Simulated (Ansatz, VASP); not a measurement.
**One calculation of Pd, two programs**

The input INCAR:

```
SYSTEM = Pd
  PREC = Accurate
  ENCUT = 500
  EDIFF = 1E-7
  ISMEAR = -1
  SIGMA = 0.05
  LREAL = .False.
  LASPH = .True.
  NELM = 200
  ALGO = Normal
  ISIF = 3
  LWAVE = .False.
  LCHARG = .False.
  ISPIN = 2
  MAGMOM = 0.5 -0.5
  LORBIT = 11
  LMAXMIX = 4
  GGA = PE
  IBRION = 2
  NSW = 80
  EDIFFG = -0.01
  GGA_COMPAT = .False.
  NELMIN = 4
```

File KPOINTS:

```
Automatic mesh
0
Gamma
  13 13 7
  0 0 0
```

POSCAR

```
Pd
1.0
    2.7505001182      0.0000000000      0.0000000000
   -1.3752500591      2.3820029755      0.0000000000
    0.0000000000      0.0000000000      4.4915666931
Pd
2
Direct
    0.3333333333      0.6666666667      0.2500000000
    0.6666666667      0.3333333333      0.7500000000
```

Input for Ansatz:

```yaml
crystal:
  lattice:
    - [2.7505001182, 0.0, 0.0]
    - [-1.3752500591, 2.3820029755, 0.0]
    - [0.0, 0.0, 4.4915666931]
  atoms:
    - { symbol: Pd, position: [0.3333333333, 0.6666666667, 0.25], spin: 0.5 }
    - { symbol: Pd, position: [0.6666666667, 0.3333333333, 0.75], spin: -0.5 }
hamiltonian:
  xc: pbe
  pseudopotentials:
    kind: paw
    azcp:
      Pd: "pseudopotentials/Pd.paw.azcp"
basis:
  ecutwfc: 420
  fft_grid_basis: typed
kpoints:
  mp_grid: { grid: [13, 13, 7], shift: [0, 0, 0] }
magnetization:
  spin_polarized: true
scf:
  occupations: { method: fermi_dirac, width: 0.05 }
relax:
  max_steps: 60
  f_tol: 0.01
  cell: {}
```

Alike in both runs: task relaxation of cell and atoms; functional PBE; k mesh 13 × 13 × 7; occupations fermi-dirac, width 0.05 eV; collinear spin.

```csv
,VASP,Ansatz
version,VASP 6.6.1,Ansatz 0.2.0
potentials or method,"VASP PAW PBE potentials, release 64 (Pd), cutoff 500 eV","plane waves (420 eV) with PAW, scalar-relativistic"
valence electrons in the cell,20,36
```

VASP gave:

- net moment per atom (μB): 0.00
- relaxed volume (Å³/atom): 15.39
- relaxed length of the cell vector where the two differ most in proportion (Å): 4.644

Question: Which values does Ansatz return?

Answer: net moment per atom (μB): 0.00; relaxed volume (Å³/atom): 15.41; relaxed length of the cell vector where the two differ most in proportion (Å): 4.649.

VASP's potentials hold 20 valence electrons a cell and Ansatz's 36, so a difference there can come from the potentials and not from the codes. Ansatz's warnings: seeded moment not kept.
